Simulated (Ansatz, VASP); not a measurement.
# Sn3GeTe4: VASP beside Ansatz

```
Sn Ge Te
1.0
     4.47073    2.58118    3.74466
    -4.47073    2.58118    3.74466
     0.00000   -5.16235    3.74466
Sn Ge Te
3 1 4
Direct
  0.49453 0.49453 0.99412
  0.49453 0.99412 0.49453
  0.99412 0.49453 0.49453
  0.97132 0.97132 0.97132
  0.50828 0.50828 0.50828
  0.00592 0.00592 0.52399
  0.00592 0.52399 0.00592
  0.52399 0.00592 0.00592
```

Change from the starting cell: the structure that the rattled cell fell into.

Alike in both runs: functional PBE; k mesh 6 × 6 × 6; occupations gaussian, width 0.01 eV; no spin polarisation.

Ansatz relaxed the structure, and its values are those at the end. VASP's run is a single point on that final structure, the one shown.

|  | VASP | Ansatz |
| --- | --- | --- |
| version | VASP 6.6.1 | Ansatz 0.2.0 |
| potentials or method | VASP PAW PBE potentials, release 64 (Sn_d, Ge_d, Te), cutoff 520 eV | scalar-relativistic, plane waves, PAW |
| valence electrons in the cell | 80 | 120 |

Ansatz gave:

| Quantity | Value |
| --- | --- |
| gap on the k mesh at the Fermi level (eV) | 0.22 |
| least direct gap on the mesh (eV) | 0.22 |
| pressure (GPa) | 0.0 |
| rms of the force components (eV/Å) | 0.003 |

**Question.** Estimate VASP's values.

**Answer.** gap on the k mesh at the Fermi level (eV): 0.22; least direct gap on the mesh (eV): 0.22; pressure (GPa): 0.0; rms of the force components (eV/Å): 0.004.

The functional is the same, so the differences come from potentials, cutoffs and numerics. VASP's potentials hold 80 valence electrons a cell and Ansatz's 120, so a difference there can come from the potentials and not from the codes.

Spin-orbit coupling is off throughout.
